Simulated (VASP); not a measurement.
# W (Fm-3m) in VASP: notebook

W is run at these levels: r2SCAN; tasks: single point.

Everything below comes from runs of VASP 6.6.1. Logs are shortened: lines on timing, memory, paths and dates and some standing lists are left out, and cuts for length are marked.

## 1. The cell of the first run

The structure is cubic, space group Fm-3m (No. 225). The conventional cell has a = 4.094 Å, b = 4.094 Å, c = 4.094 Å, α = 90.00°, β = 90.00°, γ = 90.00°. Within 3.8 Å of W (site symmetry m-3m) lie 12 W at 2.89 Å.

## 2. Single point, r2SCAN

File POSCAR:

```
W
1.0
    0.0000000000      2.0467776203      2.0467776203
    2.0467776203      0.0000000000      2.0467776203
    2.0467776203      2.0467776203      0.0000000000
W
1
Direct
    0.0000000000      0.0000000000      0.0000000000
```

File INCAR.step1:

```
SYSTEM = W
ALGO = Normal
EDIFF = 1E-4
ENCUT = 520
GGA = PE
ISMEAR = -1
LASPH = .TRUE.
LCHARG = .FALSE.
LREAL = .FALSE.
LWAVE = .TRUE.
NBANDS = 13
NELM = 60
PREC = Accurate
SIGMA = 0.1
```

File INCAR.step2:

```
SYSTEM = W
ALGO = Normal
EDIFF = 1E-7
ENCUT = 520
ISIF = 2
ISMEAR = -1
ISTART = 1
LASPH = .TRUE.
LCHARG = .FALSE.
LMIXTAU = .TRUE.
LREAL = .FALSE.
LWAVE = .FALSE.
METAGGA = R2SCAN
NBANDS = 13
NELM = 60
PREC = Accurate
SIGMA = 0.1
```

File KPOINTS:

```
k-points
0
G
  12 12 12
  0 0 0
```

Potentials or basis: VASP PAW PBE potentials, release 64 (W_sv).

Run with:

```
$ cat potpaw_PBE.64/W_sv/POTCAR > POTCAR
$ cp INCAR.step1 INCAR
$ mpirun -np 1 vasp_std > vasp.out
$ cp INCAR.step2 INCAR
$ mpirun -np 1 vasp_std > vasp.out
```

OUTCAR:

```text
SYSTEM = W
   EDIFF = 1E-7
   ENCUT = 520
   ISIF = 2
   ISMEAR = -1
   ISTART = 1
   LASPH = .TRUE.
   LREAL = .FALSE.
   METAGGA = R2SCAN
   NELM = 60
   PREC = Accurate

 ion  position               nearest neighbor table
   1  0.000  0.000  0.000-

  LATTYP: Found a face centered cubic cell.
 ALAT       =     4.0935552406

  Lattice vectors:

 A1 = (   0.0000000000,   2.0467776203,   2.0467776203)
 A2 = (   2.0467776203,   0.0000000000,   2.0467776203)
 A3 = (   2.0467776203,   2.0467776203,   0.0000000000)

Analysis of symmetry for initial positions (statically):
=====================================================================
 Subroutine PRICEL returns:
 Original cell was already a primitive cell.

 Routine SETGRP: Setting up the symmetry group for a
 face centered cubic supercell.

 Subroutine GETGRP returns: Found 48 space group operations
 (whereof 48 operations were pure point group operations)
 out of a pool of 48 trial point group operations.

The static configuration has the point symmetry O_h .

Analysis of symmetry for dynamics (positions and initial velocities):
=====================================================================
 Subroutine PRICEL returns:
 Original cell was already a primitive cell.

 Routine SETGRP: Setting up the symmetry group for a
 face centered cubic supercell.

 Subroutine GETGRP returns: Found 48 space group operations
 (whereof 48 operations were pure point group operations)
 out of a pool of 48 trial point group operations.

The dynamic configuration has the point symmetry O_h .

 Subroutine INISYM returns: Found 48 space group operations
 (whereof 48 operations are pure point group operations),
 and found     1 'primitive' translations

----------------------------------------------------------------------------------------

                                     Primitive cell

  volume of cell :      17.1491

  direct lattice vectors                    reciprocal lattice vectors
     0.000000000  2.046777620  2.046777620    -0.244286431  0.244286431  0.244286431
     2.046777620  0.000000000  2.046777620     0.244286431 -0.244286431  0.244286431
     2.046777620  2.046777620  0.000000000     0.244286431  0.244286431 -0.244286431

  length of vectors
     2.894580670  2.894580670  2.894580670     0.423116510  0.423116510  0.423116510

  position of ions in fractional coordinates (direct lattice)
     0.000000000  0.000000000  0.000000000

  ion indices of the primitive-cell ions
   primitive index   ion index
                 1           1

----------------------------------------------------------------------------------------

 KPOINTS: k-points

Automatic generation of k-mesh.
 Grid dimensions read from file:
 generate k-points for:   12   12   12

 Generating k-lattice:

  Cartesian coordinates                     Fractional coordinates (reciprocal lattice)
    -0.020357203  0.020357203  0.020357203     0.083333333  0.000000000  0.000000000
     0.020357203 -0.020357203  0.020357203     0.000000000  0.083333333  0.000000000
     0.020357203  0.020357203 -0.020357203     0.000000000  0.000000000  0.083333333

  Length of vectors
     0.035259709  0.035259709  0.035259709

  Shift w.r.t. Gamma in fractional coordinates (k-lattice)
     0.000000000  0.000000000  0.000000000

 Subroutine IBZKPT returns following result:
 ===========================================

 Found     72 irreducible k-points:

 Following reciprocal coordinates:
            Coordinates               Weight
  0.000000  0.000000  0.000000      1.000000
  0.083333  0.000000  0.000000      8.000000
  0.166667  0.000000  0.000000      8.000000
  0.250000  0.000000  0.000000      8.000000
  0.333333  0.000000  0.000000      8.000000
  0.416667  0.000000  0.000000      8.000000
[... 16 lines left out ...]
  0.500000  0.166667  0.000000     24.000000
 -0.416667  0.166667  0.000000     24.000000
 [... further k-points ...]
   k-points           NKPTS =     72   k-points in BZ     NKDIM =     72   number of bands    NBANDS=     13
   number of dos      NEDOS =    301   number of ions     NIONS =      1
   total plane-waves  NPLWV =  13824
   dimension x,y,z NGX =    24 NGY =   24 NGZ =   24
   dimension x,y,z NGXF=    48 NGYF=   48 NGZF=   48
   ions per type =               1
   NGX,Y,Z   is equivalent  to a cutoff of  13.78, 13.78, 13.78 a.u.
   NGXF,Y,Z  is equivalent  to a cutoff of  27.57, 27.57, 27.57 a.u.
 SYSTEM =  W
   PREC   = accura    normal or accurate (medium, high low for compatibility)
   ISTART =      1    job   : 0-new  1-cont  2-samecut
   ICHARG =      0    charge: 1-file 2-atom 10-const
   ISPIN  =      1    spin polarized calculation?
   LNONCOLLINEAR =      F non collinear calculations
   LSORBIT =      F    spin-orbit coupling
   LASPH  =      T    aspherical Exc in radial PAW
   ENCUT  =  520.0 eV  38.22 Ry    6.18 a.u.   5.38  5.38  5.38*2*pi/ulx,y,z
   NELM   =     60;   NELMIN=  2; NELMDL=  0     # of ELM steps
   EDIFF  = 0.1E-06   stopping-criterion for ELM
   LREAL  =      F    real-space projection
   EDIFFG = 0.1E-05   stopping-criterion for IOM
   NSW    =      0    number of steps for IOM
   IBRION =     -1    ionic relax: 0-MD 1-quasi-New 2-CG
   NFREE  =      0    steps in history (QN), initial steepest desc. (CG)
   ISIF   =      2    stress and relaxation
   ISYM   =      2    0-nonsym 1-usesym 2-fastsym
   POTIM  = 0.5000    time-step for ionic-motion
   TEBEG  =    0.0;   TEEND  =   0.0 temperature during run
   PSTRESS=    0.0 pullay stress
   NELECT =      14.0000    total number of electrons
   NUPDOWN=      -1.0000    fix difference up-down
   EMIN   =  10.00;   EMAX   =-10.00  energy-range for DOS
   EFERMI =   0.00;   METHOD = LEGACY
   ISMEAR =    -1;   SIGMA  =   0.10  broadening in eV -4-tet -1-fermi 0-gaus
   EFERMI_NEDOS =   21; number of points for ismear=-14 and -15
   IALGO  =     38    algorithm
   IMIX   =      4    mixing-type and parameters
     AMIX     =   0.40;   BMIX     =  1.00
     AMIX_MAG =   1.60;   BMIX_MAG =  1.00
  volume/ion in A,a.u.               =      17.15       115.73
  Fermi-wavevector in a.u.,A,eV,Ry     =   1.530043  2.891361 31.851651  2.341030
  Thomas-Fermi vector in A             =   2.637580
   LORBIT       =      0    0 simple, 1 ext, 2 COOP (PROOUT), +10 PAW based schemes
   METAGGA = R2SCAN    functional components
   LHFCALC =     F    Hartree Fock is set to
   AEXX    =    0.0000 exact exchange contribution
   IVDW    =     0    specifies the selected vdW correction
   LEPSILON=     F    determine dielectric tensor
   LRPA    =     F    only Hartree local field effects (RPA)
 non-spin polarized calculation
  energy-cutoff  :      520.00
  volume of cell :       17.15
 maximum number of plane-waves:       477
 NGX is ok and might be reduce to    24
   NGX = 11   NGY = 11   NGZ = 11

 number of electron      14.0000000 magnetization

 Free energy of the ion-electron system (eV)
  ---------------------------------------------------
  ext. energy  EPLUGINS =         0.00000000
  ---------------------------------------------------
  free energy    TOTEN  =       -50.77433283 eV

  energy without entropy =      -50.73260870  energy(sigma->0) =      -50.75347076

 E-fermi :   9.7987     XC(G=0): -14.4514

 val. band max:        9.7966752665   @ k =   0.3333   0.0833   0.0000
 cond. band min:       9.8182913600   @ k =   0.2500   0.1667   0.0000
 fundamental gap:      0.0216160935
 Fermi energy:         9.7986851914

 k-point     1 :       0.0000    0.0000    0.0000
  band No.  band energies     occupation
      1     -65.9496      2.00000
      2     -28.9417      2.00000
      3     -28.9417      2.00000
      4     -28.9417      2.00000
      5       0.4999      2.00000
      6       9.2151      1.99417
      7       9.2151      1.99417
      8       9.2151      1.99417
      9      12.4079      0.00000
     10      12.4079      0.00000
     11      23.0565      0.00000
     12      28.5066      0.00000
     13      28.5066      0.00000

 k-point     2 :       0.0833    0.0000    0.0000
  band No.  band energies     occupation
      1     -65.9430      2.00000
      2     -29.0167      2.00000
      3     -28.9513      2.00000
      4     -28.9513      2.00000
      5       0.8004      2.00000
      6       8.9838      1.99942
      7       9.3518      1.97733
      8       9.3518      1.97733
      9      12.2901      0.00000
     10      12.2901      0.00000
     11      23.6504      0.00000
     12      27.2298      0.00000
     13      29.0604      0.00000

 k-point     3 :       0.1667    0.0000    0.0000
  band No.  band energies     occupation
      1     -65.9251      2.00000
      2     -29.2179      2.00000
      3     -28.9775      2.00000
      4     -28.9775      2.00000
      5       1.6314      2.00000
      6       8.4824      2.00000
      7       9.6328      1.68022
      8       9.6328      1.68022
      9      12.1418      0.00000
     10      12.1418      0.00000
     11      24.6585      0.00000
     12      25.7836      0.00000
     13      30.6059      0.00000
[... 305 lines left out ...]
 k-point    23 :       0.5000    0.1667    0.0000
  band No.  band energies     occupation
      1     -65.8429      2.00000
      2     -29.8899      2.00000
      3     -29.2430      2.00000
      4     -29.1439      2.00000
      5       4.9919      2.00000
      6       7.7542      2.00000
      7       8.9501      1.99959
      8      10.0740      0.11980
      9      14.8037      0.00000
     10      15.8120      0.00000
     11      19.6163      0.00000
     12      24.8830      0.00000
     13      28.0348      0.00000

 k-point    24 :      -0.4167    0.1667    0.0000
  band No.  band energies     occupation
      1     -65.8413      2.00000
      2     -29.8989      2.00000
      3     -29.2780      2.00000
      4     -29.1221      2.00000
      5       5.0795      2.00000
      6       7.8561      2.00000
      7       9.1205      1.99773
      8       9.9550      0.34640
      9      14.1294      0.00000
     10      16.4460      0.00000
     11      19.5249      0.00000
     12      24.8608      0.00000
     13      27.5064      0.00000

 [... further k-points ...]

------------------------ aborting loop because EDIFF is reached ----------------------------------------

  FORCE on cell =-STRESS in cart. coord.  units (eV):
  Direction    XX          YY          ZZ          XY          YZ          ZX
  --------------------------------------------------------------------------------------
  -------------------------------------------------------------------------------------
  Total       -1.5326110     -1.5326110     -1.5326110      0.0000000     -0.0000000      0.0000000
  in kB     -143.1859919   -143.1859919   -143.1859919      0.0000000     -0.0000000      0.0000000
  external PRESSURE =    -143.1859919 kB  Pullay stress =       0.0000000 kB

 VOLUME and BASIS-vectors are now :
 -----------------------------------------------------------------------------
  energy-cutoff  :      520.00
  volume of cell :       17.15
      direct lattice vectors                 reciprocal lattice vectors
     0.000000000  2.046777620  2.046777620    -0.244286431  0.244286431  0.244286431
     2.046777620  0.000000000  2.046777620     0.244286431 -0.244286431  0.244286431
     2.046777620  2.046777620  0.000000000     0.244286431  0.244286431 -0.244286431

 POSITION                                       TOTAL-FORCE (eV/Angst)
 -----------------------------------------------------------------------------------
      0.00000      0.00000      0.00000         0.000000      0.000000     -0.000000
 -----------------------------------------------------------------------------------
    total drift:                                0.000000      0.000000     -0.000000

  FREE ENERGIE OF THE ION-ELECTRON SYSTEM (eV)
  ---------------------------------------------------
  free  energy   TOTEN  =       -50.7743328274 eV

  energy  without entropy=      -50.7326086982  energy(sigma->0) =      -50.75347076
```

Run time: 61 s. Hardware: 1 thread of Intel Xeon Platinum 8259CL at 2.50GHz (Skylake/Cascade Lake), shared host; peak memory 0.15 GiB.

What came out:

```yaml
Free_energy: -50.7743 eV
Pressure: -14.3 GPa
Band_gap_on_the_k_mesh: zero (band 7 reaches 12.52 eV, above the bottom of band 8 at 9.22 eV)
```

Caveat: the PAW data sets were made with another functional, which shifts forces and pressure a little; spin-orbit coupling is left out, which moves the levels of the heavy elements.

## 3. Single point, r2SCAN

This run uses another cell than the first one, of 17.57 Å³/atom, 1.024 times its volume.

File POSCAR:

```
W
1.0
    0.0000000000      2.0632846043      2.0632846043
    2.0632846043      0.0000000000      2.0632846043
    2.0632846043      2.0632846043      0.0000000000
W
1
Direct
    0.0000000000      0.0000000000      0.0000000000
```

File INCAR.step1:

```
PREC     = Accurate       # precision mode
ENCUT    = 520            # plane-wave cutoff, eV
ISMEAR   = -1             # smearing method
SIGMA    = 0.1            # smearing width, eV
LREAL    = F              # projectors in reciprocal space
LASPH    = T              # aspherical terms in the spheres
NELM     = 60             # most SCF steps
NBANDS   = 13             # bands
GGA      = PE             # functional
ALGO     = Normal         # electronic algorithm
EDIFF    = 1E-4           # SCF threshold, eV
LWAVE    = T              # write WAVECAR
LCHARG   = F              # write CHGCAR
```

File INCAR.step2:

```
PREC     = Accurate       # precision mode
ENCUT    = 520            # plane-wave cutoff, eV
EDIFF    = 1E-7           # SCF threshold, eV
ISMEAR   = -1             # smearing method
SIGMA    = 0.1            # smearing width, eV
LREAL    = F              # projectors in reciprocal space
LASPH    = T              # aspherical terms in the spheres
NELM     = 60             # most SCF steps
ALGO     = Normal         # electronic algorithm
ISIF     = 2              # what is computed and relaxed
LWAVE    = F              # write WAVECAR
LCHARG   = T              # write CHGCAR
METAGGA  = R2SCAN         # meta-GGA
LMIXTAU  = T            
LELF     = T              # ELF
LVHAR    = T            
NBANDS   = 13             # bands
ISTART   = 1
```

File KPOINTS:

```
regular mesh
0
Gamma
  12 12 12
```

Potentials or basis: VASP PAW PBE potentials, release 64 (W_sv).

Run with:

```
$ cat potpaw_PBE.64/W_sv/POTCAR > POTCAR
$ cp INCAR.step1 INCAR
$ mpirun -np 1 vasp_std > vasp.out
$ cp INCAR.step2 INCAR
$ mpirun -np 1 vasp_std > vasp.out
```

Wall time 63 s (1 thread of Intel Xeon Platinum 8259CL at 2.50GHz (Skylake/Cascade Lake), shared host); peak memory 0.15 GiB.

The run converged. Its results:

- Free energy: -50.7298 eV
- Pressure: -19.8 GPa
- Band gap on the k mesh: zero (band 7 reaches 12.08 eV, above the bottom of band 8 at 8.93 eV)

Levels at points of the mesh, in eV from the Fermi level:
| k point | band 5 | band 6 | band 7 | band 8 | band 9 | band 10 |
| --- | --- | --- | --- | --- | --- | --- |
| (0.00, 0.00, 0.00) | -9.17 | -0.56 | -0.56 | -0.56 | 2.53 | 2.53 |
| (0.50, 0.00, 0.00) | -5.58 | -0.68 | -0.68 | 0.21 | 4.75 | 4.75 |
| (0.50, 0.50, 0.00) | -5.29 | -4.41 | 2.60 | 4.79 | 5.35 | 5.35 |

Caveat: the PAW data sets were made with another functional, which shifts forces and pressure a little; spin-orbit coupling is left out, which moves the levels of the heavy elements.

(Continued in part 2 of 2.)
